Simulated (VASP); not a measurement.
# H4C (P-42_1c) in VASP: relaxation of cell and atoms with PBEsol

Aim: the relaxation of cell and atoms of H4C with PBEsol.

Everything below comes from runs of VASP 6.6.1. Logs are shortened: lines on timing, memory, paths and dates and some standing lists are left out, and cuts for length are marked.

## (1) The cell of the first run

It takes space group P-42_1c (No. 114, tetragonal). Conventional cell: a = 4.815 Å, b = 4.815 Å, c = 5.257 Å, α = 90.00°, β = 90.00°, γ = 90.00°. H (site symmetry 1) has 2 C at 2.19 to 2.33 Å and 10 H at 2.60 to 2.95 Å within 3.0 Å. C (site symmetry -4) has 8 H at 2.19 to 2.33 Å within 2.9 Å.

## (2) Relaxation of cell and atoms, PBEsol

INCAR

```
SYSTEM = H4C
  PREC = Accurate
  ENCUT = 600
  EDIFF = 1E-6
  ISMEAR = -1
  SIGMA = 0.03
  LREAL = .False.
  LASPH = .True.
  NELM = 80
  ALGO = Normal
  ISIF = 3
  LWAVE = .False.
  LCHARG = .False.
  GGA = PS
  IBRION = 2
  NSW = 100
  EDIFFG = -0.01
```

KPOINTS

```
regular mesh
0
Gamma
  4 4 4
  0 0 0
```

POSCAR

```
H4C
1.0
    4.8147324100      0.0000000000      0.0000000000
    0.0000000000      4.8147324100      0.0000000000
    0.0000000000      0.0000000000      5.2569721000
H C
8 2
Direct
    0.7681326600      0.3523626800      0.8421742200
    0.8523626800      0.2681326600      0.3421742200
    0.1476373200      0.7318673400      0.3421742200
    0.6476373200      0.7681326600      0.1578257800
    0.2681326600      0.1476373200      0.6578257800
    0.7318673400      0.8523626800      0.6578257800
    0.2318673400      0.6476373200      0.8421742200
    0.3523626800      0.2318673400      0.1578257800
    0.5000000000      0.5000000000      0.5000000000
    0.0000000000      0.0000000000      0.0000000000
```

Potentials or basis: VASP PAW PBE potentials, release 64 (H, C).

On the command line:

```console
> cat potpaw_PBE.64/H/POTCAR potpaw_PBE.64/C/POTCAR > POTCAR
> mpirun -np 1 vasp_std > vasp.out
```

OUTCAR:

```text
SYSTEM = H4C
   PREC = Accurate
   ENCUT = 600
   EDIFF = 1E-6
   ISMEAR = -1
   LREAL = .False.
   LASPH = .True.
   NELM = 80
   ISIF = 3
   GGA = PS
   IBRION = 2
   NSW = 100
   EDIFFG = -0.01

 ion  position               nearest neighbor table
   1  0.768  0.352  0.842-
   2  0.852  0.268  0.342-
   3  0.148  0.732  0.342-
   4  0.648  0.768  0.158-
   5  0.268  0.148  0.658-
   6  0.732  0.852  0.658-
   7  0.232  0.648  0.842-
   8  0.352  0.232  0.158-
   9  0.500  0.500  0.500-
  10  0.000  0.000  0.000-

  LATTYP: Found a simple tetragonal cell.
 ALAT       =     4.8147324100
 C/A-ratio  =     1.0918513538

  Lattice vectors:

 A1 = (   4.8147324100,   0.0000000000,   0.0000000000)
 A2 = (   0.0000000000,   4.8147324100,   0.0000000000)
 A3 = (   0.0000000000,   0.0000000000,   5.2569721000)

Analysis of symmetry for initial positions (statically):
=====================================================================
 Subroutine PRICEL returns:
 Original cell was already a primitive cell.

 Routine SETGRP: Setting up the symmetry group for a
 simple tetragonal supercell.

 Subroutine GETGRP returns: Found  8 space group operations
 (whereof  4 operations were pure point group operations)
 out of a pool of 16 trial point group operations.

The static configuration has the point symmetry S_4 .
 The point group associated with its full space group is D_2d.

Analysis of symmetry for dynamics (positions and initial velocities):
=====================================================================
 Subroutine PRICEL returns:
 Original cell was already a primitive cell.

 Routine SETGRP: Setting up the symmetry group for a
 simple tetragonal supercell.

 Subroutine GETGRP returns: Found  8 space group operations
 (whereof  4 operations were pure point group operations)
 out of a pool of 16 trial point group operations.

The dynamic configuration has the point symmetry S_4 .
 The point group associated with its full space group is D_2d.

 Subroutine INISYM returns: Found  8 space group operations
 (whereof  4 operations are pure point group operations),
 and found     1 'primitive' translations

----------------------------------------------------------------------------------------

                                     Primitive cell

  volume of cell :     121.8653

  direct lattice vectors                    reciprocal lattice vectors
     4.814732410  0.000000000  0.000000000     0.207695862  0.000000000  0.000000000
     0.000000000  4.814732410  0.000000000     0.000000000  0.207695862  0.000000000
     0.000000000  0.000000000  5.256972100     0.000000000  0.000000000  0.190223570

  length of vectors
     4.814732410  4.814732410  5.256972100     0.207695862  0.207695862  0.190223570

  position of ions in fractional coordinates (direct lattice)
     0.768132660  0.352362680  0.842174220
     0.852362680  0.268132660  0.342174220
     0.147637320  0.731867340  0.342174220
     0.647637320  0.768132660  0.157825780
     0.268132660  0.147637320  0.657825780
     0.731867340  0.852362680  0.657825780
     0.231867340  0.647637320  0.842174220
     0.352362680  0.231867340  0.157825780
     0.500000000  0.500000000  0.500000000
     0.000000000  0.000000000  0.000000000

  ion indices of the primitive-cell ions
   primitive index   ion index
                 1           1
                 2           2
                 3           3
                 4           4
                 5           5
                 6           6
                 7           7
                 8           8
                 9           9
                10          10

----------------------------------------------------------------------------------------

 KPOINTS: regular mesh

Automatic generation of k-mesh.
 Grid dimensions read from file:
 generate k-points for:    4    4    4

 Generating k-lattice:

  Cartesian coordinates                     Fractional coordinates (reciprocal lattice)
     0.051923966  0.000000000  0.000000000     0.250000000  0.000000000  0.000000000
     0.000000000  0.051923966  0.000000000     0.000000000  0.250000000  0.000000000
     0.000000000  0.000000000  0.047555892     0.000000000  0.000000000  0.250000000

  Length of vectors
     0.051923966  0.051923966  0.047555892

  Shift w.r.t. Gamma in fractional coordinates (k-lattice)
     0.000000000  0.000000000  0.000000000

 Subroutine IBZKPT returns following result:
 ===========================================

 Found     18 irreducible k-points:

 Following reciprocal coordinates:
            Coordinates               Weight
  0.000000  0.000000  0.000000      1.000000
  0.250000  0.000000  0.000000      4.000000
  0.500000  0.000000  0.000000      2.000000
  0.250000  0.250000  0.000000      4.000000
  0.500000  0.250000  0.000000      4.000000
  0.500000  0.500000  0.000000      1.000000
[... 10 lines left out ...]
  0.500000  0.250000  0.500000      4.000000
  0.500000  0.500000  0.500000      1.000000
   k-points           NKPTS =     18   k-points in BZ     NKDIM =     18   number of bands    NBANDS=     14
   number of dos      NEDOS =    301   number of ions     NIONS =     10
   total plane-waves  NPLWV =  67200
   dimension x,y,z NGX =    40 NGY =   40 NGZ =   42
   dimension x,y,z NGXF=    80 NGYF=   80 NGZF=   84
   ions per type =               8   2
   NGX,Y,Z   is equivalent  to a cutoff of  13.81, 13.81, 13.28 a.u.
   NGXF,Y,Z  is equivalent  to a cutoff of  27.62, 27.62, 26.56 a.u.
 SYSTEM =  H4C
   PREC   = accura    normal or accurate (medium, high low for compatibility)
   ISTART =      0    job   : 0-new  1-cont  2-samecut
   ICHARG =      2    charge: 1-file 2-atom 10-const
   ISPIN  =      1    spin polarized calculation?
   LNONCOLLINEAR =      F non collinear calculations
   LSORBIT =      F    spin-orbit coupling
   LASPH  =      T    aspherical Exc in radial PAW
   ENCUT  =  600.0 eV  44.10 Ry    6.64 a.u.   9.62  9.62 10.50*2*pi/ulx,y,z
   NELM   =     80;   NELMIN=  2; NELMDL= -5     # of ELM steps
   EDIFF  = 0.1E-05   stopping-criterion for ELM
   LREAL  =      F    real-space projection
   EDIFFG = -.1E-01   stopping-criterion for IOM
   NSW    =    100    number of steps for IOM
   IBRION =      2    ionic relax: 0-MD 1-quasi-New 2-CG
   NFREE  =      1    steps in history (QN), initial steepest desc. (CG)
   ISIF   =      3    stress and relaxation
   ISYM   =      2    0-nonsym 1-usesym 2-fastsym
   POTIM  = 0.5000    time-step for ionic-motion
   TEBEG  =    0.0;   TEEND  =   0.0 temperature during run
   PSTRESS=    0.0 pullay stress
   NELECT =      16.0000    total number of electrons
   NUPDOWN=      -1.0000    fix difference up-down
   EMIN   =  10.00;   EMAX   =-10.00  energy-range for DOS
   EFERMI =   0.00;   METHOD = LEGACY
   ISMEAR =    -1;   SIGMA  =   0.03  broadening in eV -4-tet -1-fermi 0-gaus
   EFERMI_NEDOS =   21; number of points for ismear=-14 and -15
   IALGO  =     38    algorithm
   IMIX   =      4    mixing-type and parameters
     AMIX     =   0.40;   BMIX     =  1.00
     AMIX_MAG =   1.60;   BMIX_MAG =  1.00
  volume/ion in A,a.u.               =      12.19        82.24
  Fermi-wavevector in a.u.,A,eV,Ry     =   0.832060  1.572366  9.419646  0.692324
  Thomas-Fermi vector in A             =   1.945052
   LORBIT       =      0    0 simple, 1 ext, 2 COOP (PROOUT), +10 PAW based schemes
   GGA     = PS    functional components
   LHFCALC =     F    Hartree Fock is set to
   AEXX    =    0.0000 exact exchange contribution
   IVDW    =     0    specifies the selected vdW correction
   LEPSILON=     F    determine dielectric tensor
   LRPA    =     F    only Hartree local field effects (RPA)
 conjugate gradient relaxation of ions
 non-spin polarized calculation
  energy-cutoff  :      600.00
  volume of cell :      121.87
 maximum number of plane-waves:      4092
 NGX is ok and might be reduce to    40
   NGX = 19   NGY = 19   NGZ = 21

--------------------------------------- Ionic step        1  -------------------------------------------

 number of electron      16.0000000 magnetization

 Free energy of the ion-electron system (eV)
  ---------------------------------------------------
  ext. energy  EPLUGINS =         0.00000000
  ---------------------------------------------------
  free energy    TOTEN  =       -20.10007649 eV

  energy without entropy =      -20.09051763  energy(sigma->0) =      -20.09529706

------------------------ aborting loop because EDIFF is reached ----------------------------------------

  FORCE on cell =-STRESS in cart. coord.  units (eV):
  Direction    XX          YY          ZZ          XY          YZ          ZX
  --------------------------------------------------------------------------------------
  -------------------------------------------------------------------------------------
  Total      -16.8725973    -16.8725973    -14.8513743      0.0000000      0.0000000      0.0000000
  in kB     -221.8260474   -221.8260474   -195.2527883      0.0000000      0.0000000      0.0000000
  external PRESSURE =    -212.9682944 kB  Pullay stress =       0.0000000 kB
[... 1354 lines left out ...]
 k-point    18 :       0.5000    0.5000    0.5000
  band No.  band energies     occupation
      1      -9.6419      2.00000
      2      -9.6419      2.00000
      3      -4.3029      2.00000
      4      -4.3029      2.00000
      5      -4.3029      2.00000
      6      -4.3029      2.00000
      7      -3.1556      2.00000
      8      -3.1556      2.00000
      9      10.3452      0.00000
     10      10.3452      0.00000
     11      12.9981      0.00000
     12      12.9981      0.00000
     13      12.9981      0.00000
     14      12.9981      0.00000

[... ionic steps 4 to 29 ...]

--------------------------------------- Ionic step       30  -------------------------------------------

 number of electron      16.0000005 magnetization

------------------------ aborting loop because EDIFF is reached ----------------------------------------

  FORCE on cell =-STRESS in cart. coord.  units (eV):
  Direction    XX          YY          ZZ          XY          YZ          ZX
  --------------------------------------------------------------------------------------
  -------------------------------------------------------------------------------------
  Total       -0.1188883     -0.1188883     -0.0409243      0.0000000      0.0000000      0.0000000
  in kB       -1.9711850     -1.9711850     -0.6785300      0.0000000      0.0000000      0.0000000
  external PRESSURE =      -1.5403000 kB  Pullay stress =       0.0000000 kB
[... 73 lines left out ...]
  energy  without entropy=      -47.9668937294  energy(sigma->0) =      -47.96689373

--------------------------------------- Ionic step       32  -------------------------------------------

 number of electron      16.0000005 magnetization

 Free energy of the ion-electron system (eV)
  ---------------------------------------------------
  ext. energy  EPLUGINS =         0.00000000
  ---------------------------------------------------
  free energy    TOTEN  =       -47.96705794 eV

  energy without entropy =      -47.96705794  energy(sigma->0) =      -47.96705794

 E-fermi :  -5.3642     XC(G=0):  -6.6091

 val. band max:       -5.9876204781   @ k =   0.0000   0.0000   0.0000
 cond. band min:       1.5497533792   @ k =   0.0000   0.0000   0.0000
 fundamental gap:      7.5373738573
 Fermi energy:        -5.3641986405

 k-point     1 :       0.0000    0.0000    0.0000
  band No.  band energies     occupation
      1     -14.6520      2.00000
      2     -14.0416      2.00000
      3      -7.3955      2.00000
      4      -6.6783      2.00000
      5      -6.6783      2.00000
      6      -6.1452      2.00000
      7      -6.1452      2.00000
      8      -5.9876      2.00000
      9       1.5498      0.00000
     10       3.9305      0.00000
     11       5.3981      0.00000
     12       6.2039      0.00000
[... 326 lines left out ...]
  FREE ENERGIE OF THE ION-ELECTRON SYSTEM (eV)
  ---------------------------------------------------
  free  energy   TOTEN  =       -47.9670579356 eV

  energy  without entropy=      -47.9670579356  energy(sigma->0) =      -47.96705794

 reached required accuracy - stopping structural energy minimisation
```

Wall time 5.5 min (1 thread of Intel Xeon 6975P-C (Granite Rapids), shared host); peak memory 0.26 GiB.

What came out:

| Quantity | Value |
| --- | --- |
| Free energy | -47.9671 eV |
| Relaxed volume | 9.64 Å³/atom |
| Relaxed cell | a = 4.123 Å, b = 4.123 Å, c = 5.672 Å, α = 90.00°, β = 90.00°, γ = 90.00° |
| Space group after relaxing (to 0.1 Å) | I-42m (No. 121) |
| Pressure after relaxing | 0.1 GPa |
| Largest force after relaxing | 0.010 eV/Å |
| Band gap on the k mesh | 7.54 eV |

Forces on the atoms (eV/Å):
```
H    0.002 -0.003 -0.009
H   -0.003  0.002 -0.009
H    0.003 -0.002 -0.009
H    0.003  0.002  0.009
H    0.002  0.003  0.009
H   -0.002 -0.003  0.009
H   -0.002  0.003 -0.009
H   -0.003 -0.002  0.009
C    0.000  0.000  0.000
C    0.000  0.000  0.000
```

Final structure:
```cif
data_structure
_symmetry_space_group_name_H-M 'P 1'
_symmetry_Int_Tables_number 1
_cell_length_a 4.1232
_cell_length_b 4.1232
_cell_length_c 5.6723
_cell_angle_alpha 90.000
_cell_angle_beta 90.000
_cell_angle_gamma 90.000
_cell_volume 96.43
loop_
_atom_site_label
_atom_site_type_symbol
_atom_site_fract_x
_atom_site_fract_y
_atom_site_fract_z
_atom_site_occupancy
H1 H 0.85346 0.16155 0.88854 1
H2 H 0.66155 0.35346 0.38854 1
H3 H 0.33845 0.64654 0.38854 1
H4 H 0.83845 0.85346 0.11145 1
H5 H 0.35346 0.33845 0.61146 1
H6 H 0.64654 0.66155 0.61146 1
H7 H 0.14654 0.83845 0.88854 1
H8 H 0.16155 0.14654 0.11145 1
C1 C 0.50000 0.50000 0.50000 1
C2 C 0.00000 0.00000 0.00000 1
```

Caveat: the volume moved by over 15 % at a fixed basis, so the end points are rough; the PAW data sets were made with another functional, which shifts forces and pressure a little.
